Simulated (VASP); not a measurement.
# Zr2C in VASP: notebook, part 2 of 2

VASP 6.6.1.

### Step 4. Relaxation of cell and atoms, PBE

This run uses another cell than the first one, of 17.01 Å³/atom.

INCAR

```
PREC = Accurate
ENCUT = 600
EDIFF = 1E-7
ISMEAR = 0
SIGMA = 0.1
LREAL = False
LASPH = True
NELM = 60
ALGO = Normal
ISIF = 3
LWAVE = False
LCHARG = False
GGA = PE
IBRION = 2
NSW = 90
EDIFFG = -0.04
```

KPOINTS

```
regular mesh
0
Gamma
  6 6 6
```

POSCAR

```
Zr2C
1.0
    0.0000000000      2.6743040390      5.6598064820
    1.6856560219      0.0000000000      5.6598064820
    1.6856560219      2.6743040390      0.0000000000
Zr C
2 1
Direct
    0.8668245479      0.8668245479      0.1331754521
    0.1331754521      0.1331754521      0.8668245479
    0.5000000000      0.5000000000      0.5000000000
```

Potentials or basis: VASP PAW PBE potentials, release 64 (Zr_sv, C).

Command:

```
cat potpaw_PBE.64/Zr_sv/POTCAR potpaw_PBE.64/C/POTCAR > POTCAR
mpirun -np 1 vasp_std > vasp.out
```

OUTCAR:

```text
PREC = Accurate
   ENCUT = 600
   EDIFF = 1E-7
   ISMEAR = 0
   LREAL = False
   LASPH = True
   NELM = 60
   ISIF = 3
   GGA = PE
   IBRION = 2
   NSW = 90
   EDIFFG = -0.04

 ion  position               nearest neighbor table
   1  0.867  0.867  0.133-   3 2.26   3 2.26   2 3.01   2 3.14   2 3.14   2 3.76   2 3.76
   2  0.133  0.133  0.867-   3 2.26   3 2.26   1 3.01   1 3.14   1 3.14   1 3.76   1 3.76
   3  0.500  0.500  0.500-   2 2.26   2 2.26   1 2.26   1 2.26

  LATTYP: Found a face centered orthorhombic cell.
 ALAT       =     3.3713120438
 B/A-ratio  =     1.5865063834
 C/A-ratio  =     3.3576283705

  Lattice vectors:

 A1 = (   0.0000000000,   2.6743040390,   5.6598064820)
 A2 = (   1.6856560219,   0.0000000000,   5.6598064820)
 A3 = (   1.6856560219,   2.6743040390,   0.0000000000)

Analysis of symmetry for initial positions (statically):
=====================================================================
 Subroutine PRICEL returns:
 Original cell was already a primitive cell.

 Routine SETGRP: Setting up the symmetry group for a
 face centered orthorhombic supercell.

 Subroutine GETGRP returns: Found  8 space group operations
 (whereof  8 operations were pure point group operations)
 out of a pool of  8 trial point group operations.

The static configuration has the point symmetry D_2h.

Analysis of symmetry for dynamics (positions and initial velocities):
=====================================================================
 Subroutine PRICEL returns:
 Original cell was already a primitive cell.

 Routine SETGRP: Setting up the symmetry group for a
 face centered orthorhombic supercell.

 Subroutine GETGRP returns: Found  8 space group operations
 (whereof  8 operations were pure point group operations)
 out of a pool of  8 trial point group operations.

The dynamic configuration has the point symmetry D_2h.

 Subroutine INISYM returns: Found  8 space group operations
 (whereof  8 operations are pure point group operations),
 and found     1 'primitive' translations

----------------------------------------------------------------------------------------

                                     Primitive cell

  volume of cell :      51.0283

  direct lattice vectors                    reciprocal lattice vectors
     0.000000000  2.674304039  5.659806482    -0.296620422  0.186964531  0.088342243
     1.685656022  0.000000000  5.659806482     0.296620422 -0.186964531  0.088342243
     1.685656022  2.674304039  0.000000000     0.296620422  0.186964531 -0.088342243

  length of vectors
     6.259817210  5.905492836  3.161224180     0.361585069  0.361585069  0.361585069

  position of ions in fractional coordinates (direct lattice)
     0.866824548  0.866824548  0.133175452
     0.133175452  0.133175452  0.866824548
     0.500000000  0.500000000  0.500000000

  ion indices of the primitive-cell ions
   primitive index   ion index
                 1           1
                 2           2
                 3           3

----------------------------------------------------------------------------------------

[... 49 lines left out ...]
  0.500000  0.333333  0.166667      4.000000
 [... further k-points ...]
   k-points           NKPTS =     46   k-points in BZ     NKDIM =     46   number of bands    NBANDS=     18
   number of dos      NEDOS =    301   number of ions     NIONS =      3
   total plane-waves  NPLWV =  67200
   dimension x,y,z NGX =    50 NGY =   48 NGZ =   28
   dimension x,y,z NGXF=   100 NGYF=   96 NGZF=   56
   ions per type =               2   1
   NGX,Y,Z   is equivalent  to a cutoff of  13.28, 13.51, 14.72 a.u.
   NGXF,Y,Z  is equivalent  to a cutoff of  26.56, 27.03, 29.45 a.u.
 SYSTEM =  unknown system
   PREC   = accura    normal or accurate (medium, high low for compatibility)
   ISTART =      0    job   : 0-new  1-cont  2-samecut
   ICHARG =      2    charge: 1-file 2-atom 10-const
   ISPIN  =      1    spin polarized calculation?
   LNONCOLLINEAR =      F non collinear calculations
   LSORBIT =      F    spin-orbit coupling
   LASPH  =      T    aspherical Exc in radial PAW
   ENCUT  =  600.0 eV  44.10 Ry    6.64 a.u.  12.50 11.79  6.31*2*pi/ulx,y,z
   NELM   =     60;   NELMIN=  2; NELMDL= -5     # of ELM steps
   EDIFF  = 0.1E-06   stopping-criterion for ELM
   LREAL  =      F    real-space projection
   EDIFFG = -.4E-01   stopping-criterion for IOM
   NSW    =     90    number of steps for IOM
   IBRION =      2    ionic relax: 0-MD 1-quasi-New 2-CG
   NFREE  =      1    steps in history (QN), initial steepest desc. (CG)
   ISIF   =      3    stress and relaxation
   ISYM   =      2    0-nonsym 1-usesym 2-fastsym
   POTIM  = 0.5000    time-step for ionic-motion
   TEBEG  =    0.0;   TEEND  =   0.0 temperature during run
   PSTRESS=    0.0 pullay stress
   NELECT =      28.0000    total number of electrons
   NUPDOWN=      -1.0000    fix difference up-down
   EMIN   =  10.00;   EMAX   =-10.00  energy-range for DOS
   EFERMI =   0.00;   METHOD = LEGACY
   ISMEAR =     0;   SIGMA  =   0.10  broadening in eV -4-tet -1-fermi 0-gaus
   EFERMI_NEDOS =   21; number of points for ismear=-14 and -15
   IALGO  =     38    algorithm
   IMIX   =      4    mixing-type and parameters
     AMIX     =   0.40;   BMIX     =  1.00
     AMIX_MAG =   1.60;   BMIX_MAG =  1.00
  volume/ion in A,a.u.               =      17.01       114.79
  Fermi-wavevector in a.u.,A,eV,Ry     =   1.340264  2.532732 24.440254  1.796308
  Thomas-Fermi vector in A             =   2.468591
   LORBIT       =      0    0 simple, 1 ext, 2 COOP (PROOUT), +10 PAW based schemes
   GGA     = PE    functional components
   LHFCALC =     F    Hartree Fock is set to
   AEXX    =    0.0000 exact exchange contribution
   IVDW    =     0    specifies the selected vdW correction
   LEPSILON=     F    determine dielectric tensor
   LRPA    =     F    only Hartree local field effects (RPA)
 conjugate gradient relaxation of ions
 non-spin polarized calculation
 Gauss-broadening in eV      SIGMA  =   0.10
  energy-cutoff  :      600.00
  volume of cell :       51.03
 maximum number of plane-waves:      1724
 NGX is ok and might be reduce to    50
   NGX = 25   NGY = 23   NGZ = 13

--------------------------------------- Ionic step        1  -------------------------------------------

 number of electron      28.0000000 magnetization

 Free energy of the ion-electron system (eV)
  ---------------------------------------------------
  ext. energy  EPLUGINS =         0.00000000
  ---------------------------------------------------
  free energy    TOTEN  =       -26.50326112 eV

  energy without entropy =      -26.48906973  energy(sigma->0) =      -26.49616542

------------------------ aborting loop because EDIFF is reached ----------------------------------------

  FORCE on cell =-STRESS in cart. coord.  units (eV):
  Direction    XX          YY          ZZ          XY          YZ          ZX
  --------------------------------------------------------------------------------------
  -------------------------------------------------------------------------------------
  Total        0.5651323      0.0441422      0.1767084      0.0000000      0.0000000      0.0000000
  in kB       17.7439114      1.3859667      5.5482543      0.0000000      0.0000000      0.0000000
  external PRESSURE =       8.2260441 kB  Pullay stress =       0.0000000 kB
[... 172 lines left out ...]
--------------------------------------- Ionic step        6  -------------------------------------------

 number of electron      28.0000000 magnetization

 Free energy of the ion-electron system (eV)
  ---------------------------------------------------
  ext. energy  EPLUGINS =         0.00000000
  ---------------------------------------------------
  free energy    TOTEN  =       -26.50656360 eV

  energy without entropy =      -26.49252754  energy(sigma->0) =      -26.49954557

 E-fermi :   8.9202     XC(G=0): -11.4209

 val. band max:        8.9198124216   @ k =   0.0000   0.1667   0.1667
 cond. band min:       8.9273565040   @ k =   0.5000   0.0000   0.0000
 fundamental gap:      0.0075440824
 Fermi energy:         8.9201761012

 k-point     1 :       0.0000    0.0000    0.0000
  band No.  band energies     occupation
      1     -39.6788      2.00000
      2     -39.5655      2.00000
      3     -18.1844      2.00000
      4     -17.3909      2.00000
      5     -17.3403      2.00000
      6     -17.3339      2.00000
[... 481 lines left out ...]
      5     -17.5398      2.00000
      6     -17.4669      2.00000
[... 10 lines left out ...]
     17      10.8269      0.00000
     18      11.5734      0.00000

 [... further k-points ...]

------------------------ aborting loop because EDIFF is reached ----------------------------------------

  FORCE on cell =-STRESS in cart. coord.  units (eV):
  Direction    XX          YY          ZZ          XY          YZ          ZX
  --------------------------------------------------------------------------------------
  -------------------------------------------------------------------------------------
  Total        0.0028830     -0.0240752      0.0080850     -0.0000000      0.0000000      0.0000000
  in kB        0.0899843     -0.7514384      0.2523503     -0.0000000      0.0000000      0.0000000
  external PRESSURE =      -0.1363679 kB  Pullay stress =       0.0000000 kB
[... 18 lines left out ...]
  FREE ENERGIE OF THE ION-ELECTRON SYSTEM (eV)
  ---------------------------------------------------
  free  energy   TOTEN  =       -26.5065635961 eV

  energy  without entropy=      -26.4925275399  energy(sigma->0) =      -26.49954557

 reached required accuracy - stopping structural energy minimisation
```

OSZICAR:

```text
N       E                     dE             d eps       ncg     rms          rms(c)
DAV:   1     0.265034918977E+03    0.26503E+03   -0.16684E+04  1656   0.172E+03
DAV:   2    -0.561358041629E+01   -0.27065E+03   -0.26560E+03  1796   0.444E+02
DAV:   3    -0.298789487774E+02   -0.24265E+02   -0.23881E+02  3028   0.101E+02
[... 60 lines left out ...]
DAV:   3    -0.265065532652E+02    0.42591E-03   -0.13164E-03  2114   0.277E-01    0.452E-02
DAV:   4    -0.265065571602E+02   -0.38950E-05   -0.66230E-05  2448   0.540E-02    0.295E-02
DAV:   5    -0.265065622185E+02   -0.50583E-05   -0.55222E-06  2200   0.175E-02    0.823E-03
DAV:   6    -0.265065634389E+02   -0.12203E-05   -0.17172E-06  2158   0.941E-03    0.150E-03
DAV:   7    -0.265065635488E+02   -0.10991E-06   -0.91442E-08  1056   0.259E-03    0.523E-04
DAV:   8    -0.265065635961E+02   -0.47346E-07   -0.18725E-08   988   0.132E-03
   6 F= -.26506564E+02 E0= -.26499546E+02  d E =-.251969E-03
```

Run time: 3.7 min. Hardware: 1 thread of AMD EPYC 9R45 (Zen 5), shared host; peak memory 0.24 GiB.

Results:

* Free energy: -26.5066 eV
* Relaxed volume: 17.11 Å³/atom
* Relaxed cell: a = 6.266 Å, b = 5.921 Å, c = 3.159 Å, α = 81.12°, β = 69.00°, γ = 29.88°
* Space group after relaxing (to 0.1 Å): Fmmm (No. 69)
* Energy gained by relaxing: 1.1 meV/atom
* Ionic steps: 6
* Pressure after relaxing: 0.0 GPa
* Largest force after relaxing: 0.004 eV/Å
* Band gap on the k mesh: zero (bands 14 and 15 overlap by 0.64 eV)

Forces in eV/Å, atoms in the order of the input:
```
Zr   0.000  0.000 -0.004
Zr   0.000  0.000  0.004
C    0.000  0.000  0.000
```

Step by step:
| step | energy change (eV) | largest force (eV/Å) | pressure (GPa) | volume (Å³) |
| --- | --- | --- | --- | --- |
| 1 | 0.0000 | 0.1080 | 0.82 | 51.03 |
| 2 | -0.0018 | 0.1064 | -0.97 | 51.68 |
| 3 | -0.0023 | 0.1067 | -0.41 | 51.47 |
| 4 | -0.0030 | 0.0501 | 0.10 | 51.35 |
| 5 | -0.0031 | 0.0142 | -0.02 | 51.38 |
| 6 | -0.0033 | 0.0041 | -0.01 | 51.33 |

Final structure:
```cif
data_structure
_symmetry_space_group_name_H-M 'P 1'
_symmetry_Int_Tables_number 1
_cell_length_a 6.2658
_cell_length_b 5.9205
_cell_length_c 3.1593
_cell_angle_alpha 81.123
_cell_angle_beta 68.998
_cell_angle_gamma 29.879
_cell_volume 51.33
loop_
_atom_site_label
_atom_site_type_symbol
_atom_site_fract_x
_atom_site_fract_y
_atom_site_fract_z
_atom_site_occupancy
Zr1 Zr 0.86765 0.86765 0.13235 1
Zr2 Zr 0.13235 0.13235 0.86765 1
C1 C 0.50000 0.50000 0.50000 1
```

Levels at points of the mesh, in eV from the Fermi level:
```tsv
k point	band 11	band 12	band 13	band 14	band 15	band 16	band 17	band 18
(0.00, 0.00, 0.00)	-2.57	-1.65	-0.43	0.48	0.66	1.16	1.25	1.61
(0.50, 0.00, 0.00)	-2.36	-1.94	-1.80	-0.07	0.01	1.71	2.55	3.95
(0.50, 0.50, 0.00)	-2.06	-1.91	-0.43	0.06	1.07	1.18	1.18	1.38
(0.50, 0.00, 0.50)	-3.89	-2.73	-0.71	0.34	0.55	1.42	2.74	3.44
(0.00, 0.50, 0.50)	-3.99	-3.18	-1.35	-1.15	2.30	4.17	4.26	4.37
```

Caveat: the k points lie up to 0.38 Å⁻¹ apart in the final cell, too coarse for converged energies and pressures of a metal.

### Step 5. The runs side by side

| task | cell | k mesh | cutoff (eV) | gap on the mesh (eV) | pressure (GPa) | largest force (eV/Å) |
| --- | --- | --- | --- | --- | --- | --- |
| single point | a = 6.271, b = 5.924, c = 3.162 Å, angles 81.1, 69.0, 29.9°, 3 atoms, atomic positions A | 6 × 6 × 6 | 520 | none | -0.1 | 0.01 |
| single point | a = 5.905, b = 5.905, c = 5.349 Å, angles 90.0, 90.0, 33.2°, 6 atoms, atomic positions B | 4 × 4 × 4 | 520 | none | 0.2 | 0.01 |
| relaxation of cell and atoms | relaxed from a = 6.260, b = 5.905, c = 3.161 Å, angles 81.2, 68.8, 29.9°, 3 atoms, atomic positions A | 6 × 6 × 6 | 600 | none | 0.0 | - |

Alike in all rows: level PBE; potentials or basis VASP PAW PBE potentials, release 64 (Zr_sv, C); no spin polarisation; smearing gaussian 0.1 eV.

Caveats: all runs use coarse meshes.

Total energies depend on the potentials used, so only differences within one code and one set of settings carry meaning.
